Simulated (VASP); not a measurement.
# In (I4/mmm) in VASP: single point with PBEsol

Aim: the single point of In with PBEsol.

Program: VASP 6.6.1. These are calculated values, not measurements. Logs are shortened: lines on timing, memory, paths and dates and some standing lists are left out, and cuts for length are marked.

## 1. The cell of the first run

Symmetry: I4/mmm, No. 139, tetragonal system. Conventional cell: a = 3.251 Å, b = 3.251 Å, c = 4.947 Å, α = 90.00°, β = 90.00°, γ = 90.00°. In (site symmetry 4/mmm) has 12 In at 3.25 to 3.38 Å within 4.3 Å.

## 2. Single point, PBEsol

Contents of INCAR:

```
  PREC = Accurate
  ENCUT = 500
  EDIFF = 1E-6
  ISMEAR = 0
  SIGMA = 0.1
  LREAL = False
  LASPH = True
  NELM = 120
  ALGO = Normal
  ISIF = 2
  LWAVE = False
  LCHARG = True
  GGA = PS
  LELF = True
  LVHAR = True
  NBANDS = 12
  GGA_COMPAT = False
```

Contents of KPOINTS:

```
regular mesh
0
Gamma
  8 8 8
```

Contents of POSCAR:

```
In
1.0
   -1.6254700000      1.6254700000      2.4737000000
    1.6254700000     -1.6254700000      2.4737000000
    1.6254700000      1.6254700000     -2.4737000000
In
1
Direct
    0.0000000000      0.0000000000      0.0000000000
```

Potentials or basis: VASP PAW PBE potentials, release 64 (In_d).

The run is started by

```sh
$ cat potpaw_PBE.64/In_d/POTCAR > POTCAR
$ mpirun -np 1 vasp_std > vasp.out
```

OUTCAR:

```text
PREC = Accurate
   ENCUT = 500
   EDIFF = 1E-6
   ISMEAR = 0
   LREAL = False
   LASPH = True
   NELM = 120
   ISIF = 2
   GGA = PS

 ion  position               nearest neighbor table
   1  0.000  0.000  0.000-

  LATTYP: Found a body centered tetragonal cell.
 ALAT       =     3.2509400000
 C/A-ratio  =     1.5218367611

  Lattice vectors:

 A1 = (  -1.6254700000,   1.6254700000,   2.4737000000)
 A2 = (   1.6254700000,  -1.6254700000,   2.4737000000)
 A3 = (   1.6254700000,   1.6254700000,  -2.4737000000)

Analysis of symmetry for initial positions (statically):
=====================================================================
 Subroutine PRICEL returns:
 Original cell was already a primitive cell.

 Routine SETGRP: Setting up the symmetry group for a
 body centered tetragonal supercell.

 Subroutine GETGRP returns: Found 16 space group operations
 (whereof 16 operations were pure point group operations)
 out of a pool of 16 trial point group operations.

The static configuration has the point symmetry D_4h.

Analysis of symmetry for dynamics (positions and initial velocities):
=====================================================================
 Subroutine PRICEL returns:
 Original cell was already a primitive cell.

 Routine SETGRP: Setting up the symmetry group for a
 body centered tetragonal supercell.

 Subroutine GETGRP returns: Found 16 space group operations
 (whereof 16 operations were pure point group operations)
 out of a pool of 16 trial point group operations.

The dynamic configuration has the point symmetry D_4h.

 Subroutine INISYM returns: Found 16 space group operations
 (whereof 16 operations are pure point group operations),
 and found     1 'primitive' translations

----------------------------------------------------------------------------------------

                                     Primitive cell

  volume of cell :      26.1436

  direct lattice vectors                    reciprocal lattice vectors
    -1.625470000  1.625470000  2.473700000     0.000000000  0.307603339  0.202126369
     1.625470000 -1.625470000  2.473700000     0.307603339  0.000000000  0.202126369
     1.625470000  1.625470000 -2.473700000     0.307603339  0.307603339  0.000000000

  length of vectors
     3.376906444  3.376906444  3.376906444     0.368069129  0.368069129  0.435016814

  position of ions in fractional coordinates (direct lattice)
     0.000000000  0.000000000  0.000000000

  ion indices of the primitive-cell ions
   primitive index   ion index
                 1           1

----------------------------------------------------------------------------------------

 KPOINTS: regular mesh

Automatic generation of k-mesh.
 Grid dimensions read from file:
 generate k-points for:    8    8    8

 Generating k-lattice:

  Cartesian coordinates                     Fractional coordinates (reciprocal lattice)
     0.000000000  0.038450417  0.025265796     0.125000000  0.000000000 -0.000000000
     0.038450417  0.000000000  0.025265796     0.000000000  0.125000000 -0.000000000
     0.038450417  0.038450417  0.000000000     0.000000000  0.000000000  0.125000000

  Length of vectors
     0.046008641  0.046008641  0.054377102

  Shift w.r.t. Gamma in fractional coordinates (k-lattice)
     0.000000000  0.000000000  0.000000000

 Subroutine IBZKPT returns following result:
 ===========================================

 Found     59 irreducible k-points:

 Following reciprocal coordinates:
            Coordinates               Weight
  0.000000  0.000000  0.000000      1.000000
  0.125000  0.000000 -0.000000      8.000000
  0.250000  0.000000 -0.000000      8.000000
  0.375000  0.000000 -0.000000      8.000000
  0.500000  0.000000 -0.000000      4.000000
  0.125000  0.125000 -0.000000      8.000000
[... 16 lines left out ...]
  0.250000  0.125000  0.125000     16.000000
  0.375000  0.125000  0.125000      8.000000
 [... further k-points ...]
   k-points           NKPTS =     59   k-points in BZ     NKDIM =     59   number of bands    NBANDS=     12
   number of dos      NEDOS =    301   number of ions     NIONS =      1
   total plane-waves  NPLWV =  21952
   dimension x,y,z NGX =    28 NGY =   28 NGZ =   28
   dimension x,y,z NGXF=    56 NGYF=   56 NGZF=   56
   ions per type =               1
   NGX,Y,Z   is equivalent  to a cutoff of  13.78, 13.78, 13.78 a.u.
   NGXF,Y,Z  is equivalent  to a cutoff of  27.57, 27.57, 27.57 a.u.
 SYSTEM =  unknown system
   PREC   = accura    normal or accurate (medium, high low for compatibility)
   ISTART =      0    job   : 0-new  1-cont  2-samecut
   ICHARG =      2    charge: 1-file 2-atom 10-const
   ISPIN  =      1    spin polarized calculation?
   LNONCOLLINEAR =      F non collinear calculations
   LSORBIT =      F    spin-orbit coupling
   LASPH  =      T    aspherical Exc in radial PAW
   ENCUT  =  500.0 eV  36.75 Ry    6.06 a.u.   6.16  6.16  6.16*2*pi/ulx,y,z
   NELM   =    120;   NELMIN=  2; NELMDL= -5     # of ELM steps
   EDIFF  = 0.1E-05   stopping-criterion for ELM
   LREAL  =      F    real-space projection
   EDIFFG = 0.1E-04   stopping-criterion for IOM
   NSW    =      0    number of steps for IOM
   IBRION =     -1    ionic relax: 0-MD 1-quasi-New 2-CG
   NFREE  =      0    steps in history (QN), initial steepest desc. (CG)
   ISIF   =      2    stress and relaxation
   ISYM   =      2    0-nonsym 1-usesym 2-fastsym
   POTIM  = 0.5000    time-step for ionic-motion
   TEBEG  =    0.0;   TEEND  =   0.0 temperature during run
   PSTRESS=    0.0 pullay stress
   NELECT =      13.0000    total number of electrons
   NUPDOWN=      -1.0000    fix difference up-down
   EMIN   =  10.00;   EMAX   =-10.00  energy-range for DOS
   EFERMI =   0.00;   METHOD = LEGACY
   ISMEAR =     0;   SIGMA  =   0.10  broadening in eV -4-tet -1-fermi 0-gaus
   EFERMI_NEDOS =   21; number of points for ismear=-14 and -15
   IALGO  =     38    algorithm
   IMIX   =      4    mixing-type and parameters
     AMIX     =   0.40;   BMIX     =  1.00
     AMIX_MAG =   1.60;   BMIX_MAG =  1.00
  volume/ion in A,a.u.               =      26.14       176.43
  Fermi-wavevector in a.u.,A,eV,Ry     =   1.296983  2.450943 22.887245  1.682165
  Thomas-Fermi vector in A             =   2.428405
   LORBIT       =      0    0 simple, 1 ext, 2 COOP (PROOUT), +10 PAW based schemes
   GGA     = PS    functional components
   LHFCALC =     F    Hartree Fock is set to
   AEXX    =    0.0000 exact exchange contribution
   IVDW    =     0    specifies the selected vdW correction
   LEPSILON=     F    determine dielectric tensor
   LRPA    =     F    only Hartree local field effects (RPA)
 non-spin polarized calculation
 Gauss-broadening in eV      SIGMA  =   0.10
  energy-cutoff  :      500.00
  volume of cell :       26.14
 maximum number of plane-waves:       671
 NGX is ok and might be reduce to    28
   NGX = 13   NGY = 13   NGZ = 13

 number of electron      13.0000006 magnetization

 Free energy of the ion-electron system (eV)
  ---------------------------------------------------
  ext. energy  EPLUGINS =         0.00000000
  ---------------------------------------------------
  free energy    TOTEN  =        -2.97740136 eV

  energy without entropy =       -2.97542949  energy(sigma->0) =       -2.97641542

 E-fermi :   7.4158     XC(G=0): -10.4098

 val. band max:        7.2993107764   @ k =  -0.3750   0.3750   0.3750
 cond. band min:       7.4194408460   @ k =  -0.3750   0.3750   0.2500
 fundamental gap:      0.1201300696
 Fermi energy:         7.4157784132

 k-point     1 :       0.0000    0.0000    0.0000
  band No.  band energies     occupation
      1      -7.2606      2.00000
      2      -7.1517      2.00000
      3      -7.1517      2.00000
      4      -7.0683      2.00000
      5      -6.9659      2.00000
      6      -2.2083      2.00000
      7      17.8831      0.00000
      8      17.8831      0.00000
      9      18.0547      0.00000
     10      18.9491      0.00000
     11      21.3238      0.00000
     12      21.4505      0.00000

 k-point     2 :       0.1250    0.0000   -0.0000
  band No.  band energies     occupation
      1      -7.2394      2.00000
      2      -7.1548      2.00000
      3      -7.1291      2.00000
      4      -7.0596      2.00000
      5      -6.9741      2.00000
      6      -1.8640      2.00000
      7      14.7349      0.00000
      8      17.2577      0.00000
      9      17.5160      0.00000
     10      18.7272      0.00000
     11      21.2868      0.00000
     12      22.3116      0.00000

 k-point     3 :       0.2500    0.0000   -0.0000
  band No.  band energies     occupation
      1      -7.2254      2.00000
      2      -7.1797      2.00000
      3      -7.1044      2.00000
      4      -6.9896      2.00000
      5      -6.9626      2.00000
      6      -0.8133      2.00000
      7      10.5004      0.00000
      8      16.0809      0.00000
      9      16.9572      0.00000
     10      18.6431      0.00000
     11      19.8788      0.00000
     12      22.3803      0.00000
[... 286 lines left out ...]
 k-point    23 :       0.2500    0.1250    0.1250
  band No.  band energies     occupation
      1      -7.2120      2.00000
      2      -7.1621      2.00000
      3      -7.0823      2.00000
      4      -6.9805      2.00000
      5      -6.8817      2.00000
      6       1.9145      2.00000
      7       7.6513      0.00087
      8      11.2857      0.00000
      9      13.6307      0.00000
     10      17.3323      0.00000
     11      19.4680      0.00000
     12      21.5700      0.00000

 k-point    24 :       0.3750    0.1250    0.1250
  band No.  band energies     occupation
      1      -7.2017      2.00000
      2      -7.1884      2.00000
      3      -7.0504      2.00000
      4      -7.0057      2.00000
      5      -6.8442      2.00000
      6       3.8686      2.00000
      7       5.0442      2.00000
      8      11.5816      0.00000
      9      12.6637      0.00000
     10      17.0776      0.00000
     11      19.3419      0.00000
     12      24.8699      0.00000

 [... further k-points ...]

------------------------ aborting loop because EDIFF is reached ----------------------------------------

  FORCE on cell =-STRESS in cart. coord.  units (eV):
  Direction    XX          YY          ZZ          XY          YZ          ZX
  --------------------------------------------------------------------------------------
  -------------------------------------------------------------------------------------
  Total       -0.4094616     -0.4094616      0.2665798      0.0000000      0.0000000      0.0000000
  in kB      -25.0933576    -25.0933576     16.3370200      0.0000000      0.0000000      0.0000000
  external PRESSURE =     -11.2832317 kB  Pullay stress =       0.0000000 kB

 VOLUME and BASIS-vectors are now :
 -----------------------------------------------------------------------------
  energy-cutoff  :      500.00
  volume of cell :       26.14
      direct lattice vectors                 reciprocal lattice vectors
    -1.625470000  1.625470000  2.473700000     0.000000000  0.307603339  0.202126369
     1.625470000 -1.625470000  2.473700000     0.307603339  0.000000000  0.202126369
     1.625470000  1.625470000 -2.473700000     0.307603339  0.307603339  0.000000000

 POSITION                                       TOTAL-FORCE (eV/Angst)
 -----------------------------------------------------------------------------------
      0.00000      0.00000      0.00000         0.000000     -0.000000      0.000000
 -----------------------------------------------------------------------------------
    total drift:                               -0.000000     -0.000000     -0.000000

  FREE ENERGIE OF THE ION-ELECTRON SYSTEM (eV)
  ---------------------------------------------------
  free  energy   TOTEN  =        -2.9774013564 eV

  energy  without entropy=       -2.9754294893  energy(sigma->0) =       -2.97641542
```

It took 25 s on 1 thread of Intel Xeon Platinum 8488C (Sapphire Rapids), shared host; peak memory 0.16 GiB.

What came out:

- Free energy: -2.9774 eV
- Pressure: -1.1 GPa

Caveat: the PAW data sets were made with another functional, which shifts forces and pressure a little; spin-orbit coupling is left out, which moves the levels of the heavy elements.
